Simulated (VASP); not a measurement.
A run of VASP 6.6.1:

Contents of INCAR:

```
SYSTEM = RbBr
ALGO = Normal
EDIFF = 1E-8
ENCUT = 520
GGA = PE
ISIF = 2
ISMEAR = -1
LASPH = .True.
LCHARG = .False.
LEFG = .True.
LREAL = .False.
LWAVE = .False.
NBANDS = 15
NELM = 80
PREC = Accurate
SIGMA = 0.03
```

The input KPOINTS:

```
k-points
0
Gamma
  7 7 7
  0 0 0
```

POSCAR

```
RbBr
1.0
    0.0000000000      3.3246750000      3.4275000000
    3.3246750000      0.0000000000      3.4275000000
    3.3246750000      3.3246750000      0.0000000000
Rb Br
1 1
Direct
    0.0000000000      0.0000000000      0.0000000000
    0.5000000000      0.5000000000      0.5000000000
```

Potentials or basis: VASP PAW PBE potentials, release 64 (Rb_sv, Br).

Run with:

```console
$ cat potpaw_PBE.64/Rb_sv/POTCAR potpaw_PBE.64/Br/POTCAR > POTCAR
$ mpirun -np 1 vasp_std > vasp.out
```

Hardware: 1 thread of Intel Xeon 8259CL, on a shared host.

Question: How long does it take, and how much memory?

Answer: Wall time 100 s on 1 thread of Intel Xeon 8259CL, with other jobs on the host, peak memory 0.22 GiB. Counts: scf iterations 15, k points 40.
